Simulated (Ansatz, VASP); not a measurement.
## HfO2: VASP beside Ansatz

File INCAR:

```
PREC = Accurate
ENCUT = 520
EDIFF = 1E-6
ISMEAR = 0
SIGMA = 0.01
LREAL = F
LASPH = T
NELM = 60
ALGO = Normal
ISIF = 2
LWAVE = F
LCHARG = T
GGA = PE
LELF = T
LVHAR = T
NBANDS = 56
```

File KPOINTS:

```
regular mesh
0
Gamma
  4 6 6
```

File POSCAR:

```
HfO2
1.0
    5.2945362662      0.0000000000      0.0000000000
    0.0000000000      5.0697560509      0.0000000000
    0.0000000000      0.0000000000      5.1018666730
Hf O
4 8
Direct
    0.0000000008      0.2499999983      0.2043333333
    0.5000000008      0.2499999983      0.7043333333
    0.5000000008      0.7499999983      0.2043333333
    1.0000000008      0.7499999983      0.7043333333
    0.3009105408      0.0556188183      0.3978207633
    0.1990894608      0.0556188183      0.8978207633
    0.8009105408      0.4443811783      0.5108459033
    0.6990894608      0.4443811783      1.0108459033
    0.1990894608      0.5556188283      1.0108459033
    0.3009105308      0.5556188283      0.5108459033
    0.8009105408      0.9443811783      0.3978207633
    0.6990894608      0.9443811783      0.8978207633
```

Input for Ansatz:

```yaml
crystal:
  lattice:
    - [5.2945362662, 0.0, 0.0]
    - [0.0, 5.0697560509, 0.0]
    - [0.0, 0.0, 5.101866673]
  atoms:
    - { symbol: Hf, position: [8.0e-10, 0.2499999983, 0.2043333333] }
    - { symbol: Hf, position: [0.5000000008, 0.2499999983, 0.7043333333] }
    - { symbol: Hf, position: [0.5000000008, 0.7499999983, 0.2043333333] }
    - { symbol: Hf, position: [1.0000000008, 0.7499999983, 0.7043333333] }
    - { symbol: O, position: [0.3009105408, 0.0556188183, 0.3978207633] }
    - { symbol: O, position: [0.1990894608, 0.0556188183, 0.8978207633] }
    - { symbol: O, position: [0.8009105408, 0.4443811783, 0.5108459033] }
    - { symbol: O, position: [0.6990894608, 0.4443811783, 1.0108459033] }
    - { symbol: O, position: [0.1990894608, 0.5556188283, 1.0108459033] }
    - { symbol: O, position: [0.3009105308, 0.5556188283, 0.5108459033] }
    - { symbol: O, position: [0.8009105408, 0.9443811783, 0.3978207633] }
    - { symbol: O, position: [0.6990894608, 0.9443811783, 0.8978207633] }
basis:
  ecutwfc: 420
  xc_grid: 2
kpoints:
  mp_grid: { grid: [4, 6, 6] }
hamiltonian:
  xc: pbe
  pseudopotentials: { kind: paw, azcp: { folder: soft_1 } }
scf:
  occupations: { method: fixed }
output:
  forces: true
  stress: true
  eigenvalues: true
  polarization: {}
```

Change from the starting cell: polar distortion scaled by 0.00.

Alike in both runs: task single point; functional PBE; k mesh 4 × 6 × 6; no spin polarisation.

|  | VASP | Ansatz |
| --- | --- | --- |
| version | VASP 6.6.1 | Ansatz 0.2.0 |
| potentials or method | VASP PAW PBE potentials, release 64 (Hf_pv, O), cutoff 520 eV | scalar-relativistic, plane waves, PAW |
| occupations | gaussian, width 0.01 eV | fixed |
| valence electrons in the cell | 88 | 152 |

Ansatz gave:

| Quantity | Value |
| --- | --- |
| gap on the k mesh at the Fermi level (eV) | 3.92 |
| least direct gap on the mesh (eV) | 4.04 |
| pressure (GPa) | 3.9 |
| traceless stress, the component that is largest in VASP (GPa) | -8.25 |
| rms of the force components (eV/Å) | 0.068 |

Question: Estimate VASP's values.

Answer: gap on the k mesh at the Fermi level (eV): 3.86; least direct gap on the mesh (eV): 3.98; pressure (GPa): 0.5; traceless stress, the component that is largest in VASP (GPa): -8.46; rms of the force components (eV/Å): 0.072.

Atom by atom the forces differ by 0.013 eV/Å (rms over components). VASP's potentials hold 88 valence electrons a cell and Ansatz's 152, so a difference there can come from the potentials and not from the codes.

Neither program's run includes spin-orbit coupling.
